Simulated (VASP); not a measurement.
A run of VASP 6.6.1 is set up as follows.

INCAR

```
SYSTEM = Al4Cd
  PREC = Accurate
  ENCUT = 520
  EDIFF = 1E-7
  ISMEAR = 0
  SIGMA = 0.1
  LREAL = .FALSE.
  LASPH = .TRUE.
  NELM = 100
  ALGO = Normal
  ISIF = 2
  LWAVE = .FALSE.
  LCHARG = .FALSE.
  GGA = PE
  NBANDS = 20
```

Contents of KPOINTS:

```
regular mesh
0
G
  6 6 6
  0 0 0
```

The input POSCAR:

```
Al4Cd
1.0
    0.0000000000      3.8371485570      3.8371485570
    3.8371485570      0.0000000000      3.8371485570
    3.8371485570      3.8371485570      0.0000000000
Al Cd
4 1
Direct
    0.8740714902      0.8740714902      0.8740714902
    0.8740714902      0.8740714902      0.3777855294
    0.8740714902      0.3777855294      0.8740714902
    0.3777855294      0.8740714902      0.8740714902
    0.2500000000      0.2500000000      0.2500000000
```

Potentials or basis: VASP PAW PBE potentials, release 64 (Al, Cd).

Launch:

```bash
$ cat potpaw_PBE.64/Al/POTCAR potpaw_PBE.64/Cd/POTCAR > POTCAR
$ mpirun -np 1 vasp_std > vasp.out
```

Problem. Estimate the band gap on the k mesh.

Solution. Zero (band 12 reaches 6.55 eV, above the bottom of band 13 at 2.82 eV).

Problem. What does it give for the pressure?

Solution. 0.1 GPa.
